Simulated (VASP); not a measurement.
Crystal: GaP.

```
Ga P
1.0
     0.00000    2.72540    2.72540
     2.72540    0.00000    2.72540
     2.72540    2.72540    0.00000
Ga P
1 1
Direct
  0.00000 0.00000 0.00000
  0.25000 0.25000 0.25000
```

Base run:

- Program: VASP 6.6.1
- Functional: r2SCAN
- Dispersion: D3(BJ)
- Potentials or basis: VASP PAW PBE potentials, release 64 (Ga_d, P)
- Cutoff: 520 eV
- k mesh: 6 × 6 × 6
- Occupations: gaussian, width 0.01 eV
- Spin: no spin polarisation

Its results: band gap on the k mesh 1.91 eV, indirect (least direct gap 2.34 eV); pressure -1.2 GPa.

Q: The run is repeated on the same cell with these changes: dispersion from D3(BJ) to none. What comes out?

A: Band gap on the k mesh 1.91 eV, indirect (least direct gap 2.34 eV); pressure 0.0 GPa.

Dispersion adds attraction, which lowers the pressure at fixed volume and, as a term added to the energy, leaves the levels alone.

Caveats: the PAW data sets were made with another functional, which shifts forces and pressure a little.

A k mesh can miss the band edges.
